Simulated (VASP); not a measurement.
# TaMn2F2 (I4/mmm) in VASP: single point with PBE

Aim: the single point of TaMn2F2 with PBE.

Program: VASP 6.6.1. These are calculated values, not measurements. Logs are shortened: lines on timing, memory, paths and dates and some standing lists are left out, and cuts for length are marked.

### 1 The cell of the first run

It takes space group I4/mmm (No. 139, tetragonal). The conventional cell has a = 3.331 Å, b = 3.331 Å, c = 11.430 Å, α = 90.00°, β = 90.00°, γ = 90.00°. Within 3.6 Å of Ta (site symmetry 4/mmm) lie 8 Mn at 2.74 Å and 8 F at 3.31 Å and 4 Ta at 3.33 Å. Mn (site symmetry 4mm) has 4 F at 2.22 Å and 4 Ta at 2.74 Å and 1 Mn at 2.79 Å within 2.9 Å. Within 2.9 Å of F (site symmetry -4m2) lie 4 Mn at 2.22 Å and 4 F at 2.36 Å.

### 2 Single point, PBE, collinear spin, ferrimagnetic start

Contents of INCAR:

```
ALGO = Normal
EDIFF = 1E-6
ENCUT = 520
GGA = PE
ISIF = 2
ISMEAR = 0
ISPIN = 2
LASPH = T
LCHARG = F
LMAXMIX = 4
LORBIT = 11
LREAL = F
LWAVE = F
MAGMOM = -1.53 3.5 3.5 0 0
NBANDS = 38
NELM = 150
PREC = Accurate
SIGMA = 0.1
```

Contents of KPOINTS:

```
k-points
0
Gamma
  6 6 6
```

Contents of POSCAR:

```
TaMn2F2
1.0
   -1.6655802140      1.6655802140      5.7148574787
    1.6655802140     -1.6655802140      5.7148574787
    1.6655802140      1.6655802140     -5.7148574787
Ta Mn F
1 2 2
Direct
    0.0000000000      0.0000000000      0.0000000000
    0.6219895268      0.6219895268      0.0000000000
    0.3780104732      0.3780104732      0.0000000000
    0.2500000000      0.7500000000      0.5000000000
    0.7500000000      0.2500000000      0.5000000000
```

Potentials or basis: VASP PAW PBE potentials, release 64 (Ta_pv, Mn_pv, F).

The run is started by

```bash
$ cat potpaw_PBE.64/Ta_pv/POTCAR potpaw_PBE.64/Mn_pv/POTCAR potpaw_PBE.64/F/POTCAR > POTCAR
$ mpirun -np 1 vasp_std > vasp.out
```

OUTCAR:

```text
EDIFF = 1E-6
   ENCUT = 520
   GGA = PE
   ISIF = 2
   ISMEAR = 0
   ISPIN = 2
   LASPH = T
   LORBIT = 11
   LREAL = F
   NELM = 150
   PREC = Accurate

 ion  position               nearest neighbor table
   1  0.000  0.000  0.000-   2 2.74   2 2.74   2 2.74   3 2.74   2 2.74   3 2.74   3 2.74   3 2.74

   2  0.622  0.622  0.000-   4 2.22   5 2.22   4 2.22   5 2.22   1 2.74   1 2.74   1 2.74   1 2.74
                             3 2.79
   3  0.378  0.378  0.000-   4 2.22   5 2.22   4 2.22   5 2.22   1 2.74   1 2.74   1 2.74   1 2.74
                             2 2.79
   4  0.250  0.750  0.500-   2 2.22   3 2.22   3 2.22   2 2.22
   5  0.750  0.250  0.500-   2 2.22   3 2.22   3 2.22   2 2.22

  LATTYP: Found a body centered tetragonal cell.
 ALAT       =     3.3311604280
 C/A-ratio  =     3.4311511572

  Lattice vectors:

 A1 = (  -1.6655802140,   1.6655802140,   5.7148574787)
 A2 = (   1.6655802140,  -1.6655802140,   5.7148574787)
 A3 = (   1.6655802140,   1.6655802140,  -5.7148574787)

Analysis of symmetry for initial positions (statically):
=====================================================================
 Subroutine PRICEL returns:
 Original cell was already a primitive cell.

 Routine SETGRP: Setting up the symmetry group for a
 body centered tetragonal supercell.

 Subroutine GETGRP returns: Found 16 space group operations
 (whereof 16 operations were pure point group operations)
 out of a pool of 16 trial point group operations.

The static configuration has the point symmetry D_4h.

Analysis of symmetry for dynamics (positions and initial velocities):
=====================================================================
 Subroutine PRICEL returns:
 Original cell was already a primitive cell.

 Routine SETGRP: Setting up the symmetry group for a
 body centered tetragonal supercell.

 Subroutine GETGRP returns: Found 16 space group operations
 (whereof 16 operations were pure point group operations)
 out of a pool of 16 trial point group operations.

The dynamic configuration has the point symmetry D_4h.

Analysis of structural, dynamic, and magnetic symmetry:
=====================================================================
 Subroutine PRICEL returns:
 Original cell was already a primitive cell.

 Routine SETGRP: Setting up the symmetry group for a
 body centered tetragonal supercell.

 Subroutine GETGRP returns: Found 16 space group operations
 (whereof 16 operations were pure point group operations)
 out of a pool of 16 trial point group operations.

The overall configuration has the point symmetry D_4h.

 Subroutine INISYM returns: Found 16 space group operations
 (whereof 16 operations are pure point group operations),
 and found     1 'primitive' translations

----------------------------------------------------------------------------------------

                                     Primitive cell

  volume of cell :      63.4157

  direct lattice vectors                    reciprocal lattice vectors
    -1.665580214  1.665580214  5.714857479     0.000000000  0.300195689  0.087491246
     1.665580214 -1.665580214  5.714857479     0.300195689  0.000000000  0.087491246
     1.665580214  1.665580214 -5.714857479     0.300195689  0.300195689  0.000000000

  length of vectors
     6.181254800  6.181254800  6.181254800     0.312685417  0.312685417  0.424540815

  position of ions in fractional coordinates (direct lattice)
     0.000000000  0.000000000  0.000000000
     0.621989527  0.621989527  0.000000000
     0.378010473  0.378010473  0.000000000
     0.250000000  0.750000000  0.500000000
     0.750000000  0.250000000  0.500000000

  ion indices of the primitive-cell ions
   primitive index   ion index
                 1           1
                 2           2
                 3           3
                 4           4
                 5           5

[... 23 lines left out ...]

 Found     30 irreducible k-points:

 Following reciprocal coordinates:
            Coordinates               Weight
  0.000000  0.000000  0.000000      1.000000
  0.166667  0.000000  0.000000      8.000000
  0.333333 -0.000000  0.000000      8.000000
  0.500000 -0.000000  0.000000      4.000000
  0.166667  0.166667  0.000000      8.000000
  0.333333  0.166667  0.000000     16.000000
[... 16 lines left out ...]
 -0.333333 -0.333333  0.166667      8.000000
 -0.166667 -0.333333  0.166667      8.000000
 [... further k-points ...]
   k-points           NKPTS =     30   k-points in BZ     NKDIM =     30   number of bands    NBANDS=     38
   number of dos      NEDOS =    301   number of ions     NIONS =      5
   total plane-waves  NPLWV = 110592
   dimension x,y,z NGX =    48 NGY =   48 NGZ =   48
   dimension x,y,z NGXF=    96 NGYF=   96 NGZF=   96
   ions per type =               1   2   2
   NGX,Y,Z   is equivalent  to a cutoff of  12.91, 12.91, 12.91 a.u.
   NGXF,Y,Z  is equivalent  to a cutoff of  25.82, 25.82, 25.82 a.u.
 SYSTEM =  unknown system
   PREC   = accura    normal or accurate (medium, high low for compatibility)
   ISTART =      0    job   : 0-new  1-cont  2-samecut
   ICHARG =      2    charge: 1-file 2-atom 10-const
   ISPIN  =      2    spin polarized calculation?
   LNONCOLLINEAR =      F non collinear calculations
   LSORBIT =      F    spin-orbit coupling
   LASPH  =      T    aspherical Exc in radial PAW
   ENCUT  =  520.0 eV  38.22 Ry    6.18 a.u.  11.49 11.49 11.49*2*pi/ulx,y,z
   NELM   =    150;   NELMIN=  2; NELMDL= -5     # of ELM steps
   EDIFF  = 0.1E-05   stopping-criterion for ELM
   LREAL  =      F    real-space projection
   EDIFFG = 0.1E-04   stopping-criterion for IOM
   NSW    =      0    number of steps for IOM
   IBRION =     -1    ionic relax: 0-MD 1-quasi-New 2-CG
   NFREE  =      0    steps in history (QN), initial steepest desc. (CG)
   ISIF   =      2    stress and relaxation
   ISYM   =      2    0-nonsym 1-usesym 2-fastsym
   POTIM  = 0.5000    time-step for ionic-motion
   TEBEG  =    0.0;   TEEND  =   0.0 temperature during run
   PSTRESS=    0.0 pullay stress
   NELECT =      51.0000    total number of electrons
   NUPDOWN=      -1.0000    fix difference up-down
   EMIN   =  10.00;   EMAX   =-10.00  energy-range for DOS
   EFERMI =   0.00;   METHOD = LEGACY
   ISMEAR =     0;   SIGMA  =   0.10  broadening in eV -4-tet -1-fermi 0-gaus
   EFERMI_NEDOS =   21; number of points for ismear=-14 and -15
   IALGO  =     38    algorithm
   IMIX   =      4    mixing-type and parameters
     AMIX     =   0.40;   BMIX     =  1.00
     AMIX_MAG =   1.60;   BMIX_MAG =  1.00
  volume/ion in A,a.u.               =      12.68        85.59
  Fermi-wavevector in a.u.,A,eV,Ry     =   1.522414  2.876945 31.534820  2.317744
  Thomas-Fermi vector in A             =   2.630996
   LORBIT       =     11    0 simple, 1 ext, 2 COOP (PROOUT), +10 PAW based schemes
   GGA     = PE    functional components
   LHFCALC =     F    Hartree Fock is set to
   AEXX    =    0.0000 exact exchange contribution
   IVDW    =     0    specifies the selected vdW correction
   LEPSILON=     F    determine dielectric tensor
   LRPA    =     F    only Hartree local field effects (RPA)
 spin polarized calculation
 Gauss-broadening in eV      SIGMA  =   0.10
  energy-cutoff  :      520.00
  volume of cell :       63.42
 maximum number of plane-waves:      1721
 NGX is ok and might be reduce to    48
   NGX = 23   NGY = 23   NGZ = 23

 number of electron      50.9999998 magnetization       5.0000302

 Free energy of the ion-electron system (eV)
  ---------------------------------------------------
  ext. energy  EPLUGINS =         0.00000000
  ---------------------------------------------------
  free energy    TOTEN  =       -37.74816426 eV

  energy without entropy =      -37.74644357  energy(sigma->0) =      -37.74730392

 E-fermi :   6.2031     XC(G=0): -11.9353

 val. band max:        6.1919120259   @ k =   0.0000   0.0000   0.0000
 cond. band min:       6.3270171272   @ k =  -0.3333   0.3333   0.0000
 fundamental gap:      0.1351051013
 Fermi energy:         6.2031369859

 spin component 1

 k-point     1 :       0.0000    0.0000    0.0000
  band No.  band energies     occupation
      1     -43.6826      1.00000
      2     -43.6191      1.00000
      3     -43.6102      1.00000
      4     -43.6102      1.00000
      5     -43.6050      1.00000
      6     -43.6050      1.00000
[... 949 lines left out ...]
     36      15.0353      0.00000
     37      15.9493      0.00000

 [... further k-points ...]

 spin component 2

 k-point     1 :       0.0000    0.0000    0.0000
  band No.  band energies     occupation
      1     -40.2407      1.00000
      2     -40.1655      1.00000
      3     -40.1495      1.00000
      4     -40.1495      1.00000
      5     -40.1427      1.00000
      6     -40.1427      1.00000
[... 949 lines left out ...]
     36      15.4369      0.00000
     37      16.1989      0.00000

 [... further k-points ...]

 [bands above 37 left out]

------------------------ aborting loop because EDIFF is reached ----------------------------------------

  FORCE on cell =-STRESS in cart. coord.  units (eV):
  Direction    XX          YY          ZZ          XY          YZ          ZX
  --------------------------------------------------------------------------------------
  -------------------------------------------------------------------------------------
  Total        0.0311703      0.0311703     -0.0149819      0.0000000     -0.0000000      0.0000000
  in kB        0.7875088      0.7875088     -0.3785138      0.0000000     -0.0000000      0.0000000
  external PRESSURE =       0.3988346 kB  Pullay stress =       0.0000000 kB

 VOLUME and BASIS-vectors are now :
 -----------------------------------------------------------------------------
  energy-cutoff  :      520.00
  volume of cell :       63.42
      direct lattice vectors                 reciprocal lattice vectors
    -1.665580214  1.665580214  5.714857479     0.000000000  0.300195689  0.087491246
     1.665580214 -1.665580214  5.714857479     0.300195689  0.000000000  0.087491246
     1.665580214  1.665580214 -5.714857479     0.300195689  0.300195689  0.000000000

 POSITION                                       TOTAL-FORCE (eV/Angst)
 -----------------------------------------------------------------------------------
      0.00000      0.00000      0.00000        -0.000000     -0.000000     -0.000000
      0.00000      0.00000      7.10916         0.000000      0.000000      0.017614
      0.00000      0.00000      4.32055         0.000000      0.000000     -0.017614
      1.66558      0.00000      2.85743        -0.000000     -0.000000     -0.000000
      0.00000      1.66558      2.85743        -0.000000     -0.000000     -0.000000
 -----------------------------------------------------------------------------------
    total drift:                                0.000000      0.000000     -0.000000

  FREE ENERGIE OF THE ION-ELECTRON SYSTEM (eV)
  ---------------------------------------------------
  free  energy   TOTEN  =       -37.7481642586 eV

  energy  without entropy=      -37.7464435743  energy(sigma->0) =      -37.74730392

 total charge

# of ion       s       p       d       tot
------------------------------------------
    1        0.371   6.119   2.313   8.803
    2        0.294   6.207   5.007  11.508
    3        0.294   6.207   5.007  11.508
    4        1.748   4.343   0.000   6.091
    5        1.748   4.343   0.000   6.091
--------------------------------------------------
tot          4.453  27.220  12.328  44.001

 magnetization (x)

# of ion       s       p       d       tot
------------------------------------------
    1       -0.065  -0.016  -1.099  -1.180
    2        0.017  -0.006   3.195   3.206
    3        0.017  -0.006   3.195   3.206
    4        0.003   0.029   0.000   0.032
    5        0.003   0.029   0.000   0.032
--------------------------------------------------
tot         -0.025   0.030   5.292   5.297
```

Run time: 4.4 min. Hardware: 1 thread of Intel Xeon Platinum 8488C (Sapphire Rapids), shared host; peak memory 0.45 GiB.

Results:

```
Free energy                                           : -37.7482 eV
Pressure                                              : 0.0 GPa
Largest force                                         : 0.018 eV/Å
Band gap on the k mesh                                : zero (filled and empty bands overlap)
Net moment                                            : 5.00 μB per cell
Site moments                                          : Ta -1.18; Mn +3.21; F +0.03 μB
Valence electrons inside the program's atomic spheres : Ta 8.80; Mn 11.51; F 6.09
```

Forces on the atoms (eV/Å):
```
Ta   0.000  0.000  0.000
Mn   0.000  0.000  0.018
Mn   0.000  0.000 -0.018
F    0.000  0.000  0.000
F    0.000  0.000  0.000
```

Levels at points of the mesh, in eV from the Fermi level:
Spin up:
```csv
k point,band 26,band 27,band 28,band 29,band 30,band 31
"(0.00, 0.00, 0.00)",-1.85,-1.39,-1.39,0.82,1.03,2.32
"(0.50, 0.00, 0.00)",-1.55,-1.16,-0.64,0.38,0.47,1.30
"(0.50, 0.50, 0.00)",-1.41,-1.41,-1.37,0.21,1.32,2.53
"(0.50, 0.50, 0.50)",-1.48,-1.48,-1.37,0.68,0.68,1.98
```
Spin down:
| k point | band 20 | band 21 | band 22 | band 23 | band 24 | band 25 | band 26 | band 27 |
| --- | --- | --- | --- | --- | --- | --- | --- | --- |
| (0.00, 0.00, 0.00) | -2.07 | -0.24 | -0.01 | 0.19 | 0.19 | 0.30 | 0.73 | 0.73 |
| (0.50, 0.00, 0.00) | -1.77 | -1.37 | -0.93 | -0.12 | 0.13 | 0.54 | 1.07 | 1.71 |
| (0.50, 0.50, 0.00) | -1.84 | -1.66 | -0.81 | -0.81 | -0.09 | 1.18 | 1.78 | 1.84 |
| (0.50, 0.50, 0.50) | -1.47 | -1.29 | -0.20 | 0.29 | 0.29 | 0.93 | 0.93 | 0.95 |

Caveat: spin-orbit coupling is left out, which moves the levels of the heavy elements. With open d or f shells a metallic result of PBE can be an artefact of self-interaction; +U or a hybrid may open a gap.
